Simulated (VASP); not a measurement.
# W (Im-3m) in VASP: notebook

Runs on W. Level: LDA. Tasks: single point, relaxation of cell and atoms.

All numbers are computed with VASP 6.6.1; they aren't measurements. Logs are shortened: lines on timing, memory, paths and dates and some standing lists are left out, and cuts for length are marked.

### Step 1. The cell of the first run

It takes space group Im-3m (No. 229, cubic). The conventional cell has a = 3.138 Å, b = 3.138 Å, c = 3.138 Å, α = 90.00°, β = 90.00°, γ = 90.00°. W (site symmetry m-3m) has 14 W at 2.72 to 3.14 Å within 3.6 Å.

### Step 2. Single point, LDA

The input, INCAR:

```
SYSTEM = W
PREC = Accurate
ENCUT = 520
EDIFF = 1E-6
ISMEAR = 0
SIGMA = 0.1
LREAL = .False.
LASPH = .True.
NELM = 80
ALGO = Fast
ISIF = 2
LWAVE = .False.
LCHARG = .False.
GGA = CA
NBANDS = 13
```

The input, KPOINTS:

```
Automatic mesh
0
Gamma
  8 8 8
  0 0 0
```

The input, POSCAR:

```
W
1.0
   -1.5689684586      1.5689684586      1.5689684586
    1.5689684586     -1.5689684586      1.5689684586
    1.5689684586      1.5689684586     -1.5689684586
W
1
Direct
    0.0000000000      0.0000000000      0.0000000000
```

Potentials or basis: VASP PAW LDA potentials, release 64 (W_sv).

Command:

```bash
$ cat potpaw_LDA.64/W_sv/POTCAR > POTCAR
$ mpirun -np 1 vasp_std > vasp.out
```

OUTCAR:

```text
SYSTEM = W
   PREC = Accurate
   ENCUT = 520
   EDIFF = 1E-6
   ISMEAR = 0
   LREAL = .False.
   LASPH = .True.
   NELM = 80
   ISIF = 2
   GGA = CA

 ion  position               nearest neighbor table
   1  0.000  0.000  0.000-

  LATTYP: Found a body centered cubic cell.
 ALAT       =     3.1379369172

  Lattice vectors:

 A1 = (  -1.5689684586,   1.5689684586,   1.5689684586)
 A2 = (   1.5689684586,  -1.5689684586,   1.5689684586)
 A3 = (   1.5689684586,   1.5689684586,  -1.5689684586)

Analysis of symmetry for initial positions (statically):
=====================================================================
 Subroutine PRICEL returns:
 Original cell was already a primitive cell.

 Routine SETGRP: Setting up the symmetry group for a
 body centered cubic supercell.

 Subroutine GETGRP returns: Found 48 space group operations
 (whereof 48 operations were pure point group operations)
 out of a pool of 48 trial point group operations.

The static configuration has the point symmetry O_h .

Analysis of symmetry for dynamics (positions and initial velocities):
=====================================================================
 Subroutine PRICEL returns:
 Original cell was already a primitive cell.

 Routine SETGRP: Setting up the symmetry group for a
 body centered cubic supercell.

 Subroutine GETGRP returns: Found 48 space group operations
 (whereof 48 operations were pure point group operations)
 out of a pool of 48 trial point group operations.

The dynamic configuration has the point symmetry O_h .

 Subroutine INISYM returns: Found 48 space group operations
 (whereof 48 operations are pure point group operations),
 and found     1 'primitive' translations

----------------------------------------------------------------------------------------

                                     Primitive cell

  volume of cell :      15.4491

  direct lattice vectors                    reciprocal lattice vectors
    -1.568968459  1.568968459  1.568968459     0.000000000  0.318680721  0.318680721
     1.568968459 -1.568968459  1.568968459     0.318680721  0.000000000  0.318680721
     1.568968459  1.568968459 -1.568968459     0.318680721  0.318680721  0.000000000

  length of vectors
     2.717533086  2.717533086  2.717533086     0.450682598  0.450682598  0.450682598

  position of ions in fractional coordinates (direct lattice)
     0.000000000  0.000000000  0.000000000

  ion indices of the primitive-cell ions
   primitive index   ion index
                 1           1

----------------------------------------------------------------------------------------

 KPOINTS: Automatic mesh

Automatic generation of k-mesh.
 Grid dimensions read from file:
 generate k-points for:    8    8    8

 Generating k-lattice:

  Cartesian coordinates                     Fractional coordinates (reciprocal lattice)
     0.000000000  0.039835090  0.039835090     0.125000000  0.000000000  0.000000000
     0.039835090  0.000000000  0.039835090     0.000000000  0.125000000  0.000000000
     0.039835090  0.039835090  0.000000000     0.000000000  0.000000000  0.125000000

  Length of vectors
     0.056335325  0.056335325  0.056335325

  Shift w.r.t. Gamma in fractional coordinates (k-lattice)
     0.000000000  0.000000000  0.000000000

 Subroutine IBZKPT returns following result:
 ===========================================

 Found     29 irreducible k-points:

 Following reciprocal coordinates:
            Coordinates               Weight
  0.000000  0.000000  0.000000      1.000000
  0.125000  0.000000  0.000000     12.000000
  0.250000  0.000000  0.000000     12.000000
  0.375000  0.000000  0.000000     12.000000
  0.500000  0.000000  0.000000      6.000000
  0.125000  0.125000  0.000000     24.000000
[... 16 lines left out ...]
 -0.250000  0.250000  0.250000      6.000000
 -0.375000  0.375000  0.250000     24.000000
 [... further k-points ...]
   k-points           NKPTS =     29   k-points in BZ     NKDIM =     29   number of bands    NBANDS=     13
   number of dos      NEDOS =    301   number of ions     NIONS =      1
   total plane-waves  NPLWV =   8000
   dimension x,y,z NGX =    20 NGY =   20 NGZ =   20
   dimension x,y,z NGXF=    40 NGYF=   40 NGZF=   40
   ions per type =               1
   NGX,Y,Z   is equivalent  to a cutoff of  12.24, 12.24, 12.24 a.u.
   NGXF,Y,Z  is equivalent  to a cutoff of  24.47, 24.47, 24.47 a.u.
 SYSTEM =  W
   PREC   = accura    normal or accurate (medium, high low for compatibility)
   ISTART =      0    job   : 0-new  1-cont  2-samecut
   ICHARG =      2    charge: 1-file 2-atom 10-const
   ISPIN  =      1    spin polarized calculation?
   LNONCOLLINEAR =      F non collinear calculations
   LSORBIT =      F    spin-orbit coupling
   LASPH  =      T    aspherical Exc in radial PAW
   ENCUT  =  520.0 eV  38.22 Ry    6.18 a.u.   5.05  5.05  5.05*2*pi/ulx,y,z
   NELM   =     80;   NELMIN=  2; NELMDL= -5     # of ELM steps
   EDIFF  = 0.1E-05   stopping-criterion for ELM
   LREAL  =      F    real-space projection
   EDIFFG = 0.1E-04   stopping-criterion for IOM
   NSW    =      0    number of steps for IOM
   IBRION =     -1    ionic relax: 0-MD 1-quasi-New 2-CG
   NFREE  =      0    steps in history (QN), initial steepest desc. (CG)
   ISIF   =      2    stress and relaxation
   ISYM   =      2    0-nonsym 1-usesym 2-fastsym
   POTIM  = 0.5000    time-step for ionic-motion
   TEBEG  =    0.0;   TEEND  =   0.0 temperature during run
   PSTRESS=    0.0 pullay stress
   NELECT =      14.0000    total number of electrons
   NUPDOWN=      -1.0000    fix difference up-down
   EMIN   =  10.00;   EMAX   =-10.00  energy-range for DOS
   EFERMI =   0.00;   METHOD = LEGACY
   ISMEAR =     0;   SIGMA  =   0.10  broadening in eV -4-tet -1-fermi 0-gaus
   EFERMI_NEDOS =   21; number of points for ismear=-14 and -15
   IALGO  =     68    algorithm
   IMIX   =      4    mixing-type and parameters
     AMIX     =   0.40;   BMIX     =  1.00
     AMIX_MAG =   1.60;   BMIX_MAG =  1.00
  volume/ion in A,a.u.               =      15.45       104.26
  Fermi-wavevector in a.u.,A,eV,Ry     =   1.584224  2.993750 34.147442  2.509766
  Thomas-Fermi vector in A             =   2.683875
   LORBIT       =      0    0 simple, 1 ext, 2 COOP (PROOUT), +10 PAW based schemes
   GGA     = CA    functional components
   LHFCALC =     F    Hartree Fock is set to
   AEXX    =    0.0000 exact exchange contribution
   IVDW    =     0    specifies the selected vdW correction
   LEPSILON=     F    determine dielectric tensor
   LRPA    =     F    only Hartree local field effects (RPA)
 non-spin polarized calculation
 RMM-DIIS sequential band-by-band and
 Gauss-broadening in eV      SIGMA  =   0.10
  energy-cutoff  :      520.00
  volume of cell :       15.45
 maximum number of plane-waves:       429
   NGX = 11   NGY = 11   NGZ = 11

 number of electron      14.0000004 magnetization

 Free energy of the ion-electron system (eV)
  ---------------------------------------------------
  ext. energy  EPLUGINS =         0.00000000
  ---------------------------------------------------
  free energy    TOTEN  =       -14.10169697 eV

  energy without entropy =      -14.10169490  energy(sigma->0) =      -14.10169593

 E-fermi :  11.4351     XC(G=0): -13.9756

 val. band max:       11.1439533178   @ k =  -0.3750   0.3750   0.2500
 cond. band min:      11.7156089622   @ k =  -0.2500   0.2500   0.1250
 fundamental gap:      0.5716556444
 Fermi energy:        11.4351234565

 k-point     1 :       0.0000    0.0000    0.0000
  band No.  band energies     occupation
      1     -62.0261      2.00000
      2     -25.7924      2.00000
      3     -25.7924      2.00000
      4     -25.7924      2.00000
      5       2.0140      2.00000
      6      10.3912      2.00000
      7      10.3912      2.00000
      8      10.3912      2.00000
      9      13.9404      0.00000
     10      13.9404      0.00000
     11      26.3306      0.00000
     12      26.3306      0.00000
     13      26.3306      0.00000

 k-point     2 :       0.1250    0.0000    0.0000
  band No.  band energies     occupation
      1     -62.0035      2.00000
      2     -26.0173      2.00000
      3     -25.8624      2.00000
      4     -25.7937      2.00000
      5       2.7695      2.00000
      6       9.9500      2.00000
      7      10.2444      2.00000
      8      11.1416      1.99997
      9      13.3820      0.00000
     10      13.9567      0.00000
     11      26.9017      0.00000
     12      27.6171      0.00000
     13      28.0168      0.00000

 k-point     3 :       0.2500    0.0000    0.0000
  band No.  band energies     occupation
      1     -61.9489      2.00000
      2     -26.5355      2.00000
      3     -26.0279      2.00000
      4     -25.7970      2.00000
      5       4.4747      2.00000
      6       9.0368      2.00000
      7       9.7964      2.00000
      8      13.2585      0.00000
      9      13.3127      0.00000
     10      14.1376      0.00000
     11      26.6599      0.00000
     12      28.6414      0.00000
     13      31.0210      0.00000
[... 305 lines left out ...]
 k-point    23 :      -0.2500    0.2500    0.2500
  band No.  band energies     occupation
      1     -61.8817      2.00000
      2     -26.5624      2.00000
      3     -26.2825      2.00000
      4     -26.2825      2.00000
      5       6.5208      2.00000
      6       8.7219      2.00000
      7      11.1427      1.99996
      8      11.1427      1.99996
      9      13.0629      0.00000
     10      15.2730      0.00000
     11      26.4636      0.00000
     12      31.7583      0.00000
     13      31.7585      0.00000

 k-point    24 :      -0.3750    0.3750    0.2500
  band No.  band energies     occupation
      1     -61.8338      2.00000
      2     -26.8570      2.00000
      3     -26.4559      2.00000
      4     -26.3249      2.00000
      5       7.0621      2.00000
      6       7.7486      2.00000
      7      11.1440      1.99996
      8      11.9671      0.00000
      9      15.5313      0.00000
     10      16.2751      0.00000
     11      25.8203      0.00000
     12      28.4025      0.00000
     13      29.4664      0.00000

 [... further k-points ...]

------------------------ aborting loop because EDIFF is reached ----------------------------------------

  FORCE on cell =-STRESS in cart. coord.  units (eV):
  Direction    XX          YY          ZZ          XY          YZ          ZX
  --------------------------------------------------------------------------------------
  -------------------------------------------------------------------------------------
  Total        0.1860634      0.1860634      0.1860634     -0.0000000      0.0000000     -0.0000000
  in kB       19.2960676     19.2960676     19.2960676     -0.0000000      0.0000000     -0.0000000
  external PRESSURE =      19.2960676 kB  Pullay stress =       0.0000000 kB

 VOLUME and BASIS-vectors are now :
 -----------------------------------------------------------------------------
  energy-cutoff  :      520.00
  volume of cell :       15.45
      direct lattice vectors                 reciprocal lattice vectors
    -1.568968459  1.568968459  1.568968459     0.000000000  0.318680721  0.318680721
     1.568968459 -1.568968459  1.568968459     0.318680721  0.000000000  0.318680721
     1.568968459  1.568968459 -1.568968459     0.318680721  0.318680721  0.000000000

 POSITION                                       TOTAL-FORCE (eV/Angst)
 -----------------------------------------------------------------------------------
      0.00000      0.00000      0.00000         0.000000      0.000000      0.000000
 -----------------------------------------------------------------------------------
    total drift:                                0.000000     -0.000000      0.000000

  FREE ENERGIE OF THE ION-ELECTRON SYSTEM (eV)
  ---------------------------------------------------
  free  energy   TOTEN  =       -14.1016969659 eV

  energy  without entropy=      -14.1016948998  energy(sigma->0) =      -14.10169593
```

Wall time 3.1 s (1 thread of Intel Xeon 6975P-C (Granite Rapids), shared host); peak memory 0.11 GiB.

Results:

```
Free energy            : -14.1017 eV
Pressure               : 1.9 GPa
Band gap on the k mesh : zero (band 7 reaches 17.03 eV, above the bottom of band 8 at 10.39 eV)
```

Caveat: spin-orbit coupling is left out, which moves the levels of the heavy elements.

### Step 3. Single point, LDA

This run uses another cell than the first one, of 15.40 Å³/atom, 0.997 times its volume.

The input, INCAR:

```
SYSTEM = W
ALGO     = Fast           ! electronic algorithm
EDIFF    = 1E-6           ! SCF threshold, eV
ENCUT    = 520            ! plane-wave cutoff, eV
ISIF     = 2              ! what is computed and relaxed
ISMEAR   = 0              ! smearing method
LASPH    = .TRUE.         ! aspherical terms in the spheres
LCHARG   = .FALSE.        ! write CHGCAR
LREAL    = .FALSE.        ! projectors in reciprocal space
LWAVE    = .FALSE.        ! write WAVECAR
NBANDS   = 13             ! bands
NELM     = 100            ! most SCF steps
PREC     = Accurate       ! precision mode
SIGMA    = 0.1            ! smearing width, eV
```

The input, KPOINTS:

```
k-points
0
G
  16 16 16
  0 0 0
```

The input, POSCAR:

```
W
1.0
   -1.5674691545      1.5674691545      1.5674691545
    1.5674691545     -1.5674691545      1.5674691545
    1.5674691545      1.5674691545     -1.5674691545
W
1
Direct
    0.0000000000      0.0000000000      0.0000000000
```

Potentials or basis: VASP PAW LDA potentials, release 64 (W_sv).

Command:

```bash
$ cat potpaw_LDA.64/W_sv/POTCAR > POTCAR
$ mpirun -np 1 vasp_std > vasp.out
```

It took 11 s on 1 thread of Intel Xeon 6975P-C (Granite Rapids), shared host; peak memory 0.14 GiB.

Results (log left out):

- Free energy: -14.1102 eV
- Pressure: 1.9 GPa
- Band gap on the k mesh: zero (band 7 reaches 17.10 eV, above the bottom of band 8 at 10.43 eV)

Levels at points of the mesh, in eV from the Fermi level:
| k point | band 5 | band 6 | band 7 | band 8 | band 9 | band 10 |
| --- | --- | --- | --- | --- | --- | --- |
| (0.00, 0.00, 0.00) | -9.73 | -1.34 | -1.34 | -1.34 | 2.23 | 2.23 |
| (0.50, 0.00, 0.00) | -6.47 | -3.76 | 0.91 | 2.15 | 3.14 | 6.37 |
| (0.50, 0.50, 0.50) | -6.11 | -6.11 | 5.33 | 5.33 | 5.33 | 8.56 |

Caveat: spin-orbit coupling is left out, which moves the levels of the heavy elements.

(Part 1 of 2 ends here.)
